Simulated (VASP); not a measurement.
Here is a VASP 6.6.1 calculation.

File INCAR:

```
SYSTEM = SnO2
ALGO     = Normal         ! electronic algorithm
EDIFF    = 1E-6           ! SCF threshold, eV
ENCUT    = 1340           ! plane-wave cutoff, eV
GGA_COMPAT= .False.      
ISIF     = 2              ! what is computed and relaxed
ISMEAR   = 0              ! smearing method
LASPH    = .True.         ! aspherical terms in the spheres
LCHARG   = .False.        ! write CHGCAR
LREAL    = .False.        ! projectors in reciprocal space
LWAVE    = .False.        ! write WAVECAR
NBANDS   = 35             ! bands
NELM     = 120            ! most SCF steps
PREC     = Accurate       ! precision mode
SIGMA    = 0.1            ! smearing width, eV
```

File KPOINTS:

```
k-points
0
Gamma
  4 4 6
  0 0 0
```

File POSCAR:

```
SnO2
1.0
    4.5613071670      0.0000000000      0.0000000000
    0.0000000000      4.5613071670      0.0000000000
    0.0000000000      0.0000000000      3.2722374217
Sn O
2 4
Direct
    0.0000000000      0.0000000000      0.0000000000
    0.5000000000      0.5000000000      0.5000000000
    0.6930000000      0.6930000000      0.0000000000
    0.3070000000      0.3070000000      0.0000000000
    0.8070000000      0.1930000000      0.5000000000
    0.1930000000      0.8070000000      0.5000000000
```

Potentials or basis: VASP PAW LDA potentials, release 64 (Sn_d, O_h).

Launch:

```console
$ cat potpaw_LDA.64/Sn_d/POTCAR potpaw_LDA.64/O_h/POTCAR > POTCAR
$ mpirun -np 1 vasp_std > vasp.out
```

(1) Estimate the pressure.

(2) Predict the largest force.

(3) Predict the band gap on the k mesh.

## Answers

(1) 9.5 GPa.

(2) 0.061 eV/Å.

(3) 1.60 eV.

Caveat: the stress differs along the axes, from 2 to 13 GPa; spin-orbit coupling is left out, which moves the levels of the heavy elements.
